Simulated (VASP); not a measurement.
Wanted: the native input for a VASP 6.6.1 run.

```yaml
Task: relaxation of cell and atoms
Functional: PBE
Potentials_or_basis: VASP PAW PBE potentials, release 64 (C)
Cutoff: 600 eV
k_mesh: 12 × 12 × 12
Occupations: gaussian, width 0.02 eV
Spin: no spin polarisation
Dipole_correction: no
Further_INCAR_settings: ALGO = Normal; EDIFF = 1e-07; IBRION = 2; EDIFFG = -0.002; NSW = 100; ISIF = 3
```

The structure of C lies in POSCAR:

```
C
1.0
    0.0000000000      1.7835000000      1.7835000000
    1.7835000000      0.0000000000      1.7835000000
    1.7835000000      1.7835000000      0.0000000000
C
2
Direct
    0.0000000000      0.0000000000      0.0000000000
    0.2500000000      0.2500000000      0.2500000000
```

The input as run:

INCAR

```
SYSTEM = C
PREC = Accurate ; ENCUT = 600
EDIFF = 1E-7 ; ISMEAR = 0
SIGMA = 0.02 ; LREAL = .FALSE.
LASPH = .TRUE. ; NELM = 120
ALGO = Normal ; ISIF = 3
LWAVE = .FALSE. ; LCHARG = .FALSE.
GGA = PE ; IBRION = 2
NSW = 100 ; EDIFFG = -0.002
GGA_COMPAT = .FALSE. ; NELMIN = 4
```

KPOINTS

```
regular mesh
0
G
  12 12 12
  0 0 0
```

Potentials or basis: VASP PAW PBE potentials, release 64 (C).

Launch:

```sh
$ cat potpaw_PBE.64/C/POTCAR > POTCAR
$ mpirun -np 1 vasp_std > vasp.out
```

Results of the run:

| Property | Result |
| --- | --- |
| Relaxed volume | 5.69 Å³/atom |
| Relaxed cell | a = 2.525 Å, b = 2.525 Å, c = 2.525 Å, α = 60.00°, β = 60.00°, γ = 60.00° |
| Space group after relaxing (to 0.1 Å) | Fd-3m (No. 227) |
| Energy gained by relaxing | 0.1 meV/atom |
| Ionic steps | 3 |
| Pressure after relaxing | 0.0 GPa |
| Band gap on the k mesh | 4.14 eV (least direct gap 5.58 eV) |

Wall time 12 s on 1 thread of AMD EPYC 7R43 64-Core Processor (Zen 3), with other jobs on the host, peak memory 0.08 GiB.
